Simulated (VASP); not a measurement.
A run of VASP 6.6.1 is set up as follows.

File POSCAR:

```
CaO
1.0
    0.0000000000      2.5848351950      2.6413752923
    2.5848351950      0.0000000000      2.6413752923
    2.5848351950      2.5848351950      0.0000000000
Ca O
1 1
Direct
    0.0000000000      0.0000000000      0.0000000000
    0.2500000000      0.2500000000      0.2500000000
```

INCAR.step1

```
SYSTEM = CaO
  ALGO = Normal
  EDIFF = 1E-4
  ENCUT = 520
  GGA = PE
  ISMEAR = 0
  LASPH = .TRUE.
  LCHARG = .FALSE.
  LREAL = .FALSE.
  LWAVE = .TRUE.
  NBANDS = 15
  NELM = 100
  PREC = Accurate
  SIGMA = 0.01
```

INCAR.step2

```
SYSTEM = CaO
  ALGO = Normal
  EDIFF = 1E-7
  ENCUT = 520
  ISIF = 2
  ISMEAR = 0
  ISTART = 1
  LASPH = .TRUE.
  LCHARG = .FALSE.
  LMIXTAU = .TRUE.
  LREAL = .FALSE.
  LWAVE = .FALSE.
  METAGGA = R2SCAN
  NBANDS = 15
  NELM = 100
  PREC = Accurate
  SIGMA = 0.01
```

The input KPOINTS:

```
k-points
0
G
  8 8 8
  0 0 0
```

Potentials or basis: VASP PAW PBE potentials, release 64 (Ca_sv, O).

Run with:

```sh
$ cat potpaw_PBE.64/Ca_sv/POTCAR potpaw_PBE.64/O/POTCAR > POTCAR
$ cp INCAR.step1 INCAR
$ mpirun -np 1 vasp_std > vasp.out
$ cp INCAR.step2 INCAR
$ mpirun -np 1 vasp_std > vasp.out
```

Question: Predict the band gap on the k mesh.

Answer: 3.73 eV, indirect (least direct gap 4.37 eV).

Question: What does it give for the pressure?

Answer: 1.2 GPa.

Stress tensor (GPa, compression positive):
```
1.30 0.00 0.00
0.00 1.30 0.00
0.00 0.00 0.97
```

Caveat: the cell differs from its parent crystal (epitaxial xy strain -0.8%); the PAW data sets were made with another functional, which shifts forces and pressure a little. A k mesh can miss the band edges.
